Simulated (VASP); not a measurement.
A run of VASP 6.6.1:

File INCAR:

```
PREC = Accurate
ENCUT = 520
EDIFF = 1E-6
ISMEAR = 0
SIGMA = 0.1
LREAL = False
LASPH = True
NELM = 150
ALGO = Normal
ISIF = 2
LWAVE = False
LCHARG = False
ISPIN = 2
MAGMOM = 0 0 0 0 1
LORBIT = 11
LMAXMIX = 4
GGA = PE
NBANDS = 45
```

KPOINTS

```
Automatic mesh
0
Gamma
  4 4 4
```

POSCAR

```
Ge4Pd
1.0
    4.0221922414      0.0000000000      0.0000000000
    0.0000000000      4.0221922414      0.0000000000
    0.0000000000      0.0000000000      6.0734306436
Ge Pd
4 1
Direct
    0.0000000000      0.5000000000      0.7186959507
    0.5000000000      0.0000000000      0.7186959507
    0.0000000000      0.5000000000      0.2813040493
    0.5000000000      0.0000000000      0.2813040493
    0.0000000000      0.0000000000      0.0000000000
```

Potentials or basis: VASP PAW PBE potentials, release 64 (Ge_d, Pd).

Run with:

```console
$ cat potpaw_PBE.64/Ge_d/POTCAR potpaw_PBE.64/Pd/POTCAR > POTCAR
$ mpirun -np 1 vasp_std > vasp.out
```

Hardware: 1 thread of Intel(R) Xeon(R) 6975P-C (Granite Rapids), on a shared host.

Problem. How long does it take, and how much memory?

Solution. Wall time 71 s on 1 thread of Intel(R) Xeon(R) 6975P-C (Granite Rapids), with other jobs on the host, peak memory 0.29 GiB. Counts: scf iterations 14, k points 18.
